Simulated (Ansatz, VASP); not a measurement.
Ag: VASP beside Ansatz

The input INCAR:

```
PREC = Accurate
ENCUT = 400
EDIFF = 1E-8
ISMEAR = -1
SIGMA = 0.05
LREAL = False
LASPH = True
NELM = 120
ALGO = Normal
ISIF = 2
LWAVE = False
LCHARG = False
GGA = CA
LEFG = True
NBANDS = 12
GGA_COMPAT = False
```

KPOINTS

```
regular mesh
0
Gamma
  15 15 15
```

Contents of POSCAR:

```
Ag
1.0
    0.0000000000      2.0431000000      2.1043930000
    2.0431000000      0.0000000000      2.1043930000
    2.0431000000      2.0431000000      0.0000000000
Ag
1
Direct
    0.0000000000      0.0000000000      0.0000000000
```

Input for Ansatz:

```yaml
crystal:
  lattice:
    - [0.0, 2.0431, 2.104393]
    - [2.0431, 0.0, 2.104393]
    - [2.0431, 2.0431, 0.0]
  atoms:
    - { symbol: Ag, position: [0.0, 0.0, 0.0] }
kpoints:
  mp_grid: { grid: [15, 15, 15] }
scf:
  occupations: { method: fermi_dirac, width: 0.05 }
hamiltonian:
  xc: lda
  pseudopotentials: { kind: all_electron, datasets: crystal }
output:
  forces: true
  stress: true
  eigenvalues: true
  efg: { contact_densities: true }
```

Change from the starting cell: zz strain of +3 %, crystal datasets.

Alike in both runs: task electric field gradients; functional LDA; k mesh 15 × 15 × 15; occupations fermi-dirac, width 0.05 eV; no spin polarisation.

|  | VASP | Ansatz |
| --- | --- | --- |
| version | VASP 6.6.1 | Ansatz 0.2.0 |
| potentials or method | VASP PAW LDA potentials, release 64 (Ag), cutoff 400 eV | all-electron PAW with datasets made for the crystal, scalar-relativistic |

Ansatz gave:

| Item | Value |
| --- | --- |
| pressure (GPa) | -9.9 |
| traceless stress, the component that is largest in VASP (GPa) | -0.35 |
| size of Vzz on the site where it differs most (V/Å²) | 1.2 |

**Question.** What did VASP give for the same quantities?

**Answer.** Pressure (GPa): -10.1; traceless stress, the component that is largest in VASP (GPa): -0.34; size of Vzz on the site where it differs most (V/Å²): 0.2.

LDA's correlation is that of Perdew and Zunger in VASP and of Perdew and Wang (1992) in Ansatz. Ansatz ran all-electron here, and VASP with PAW potentials.
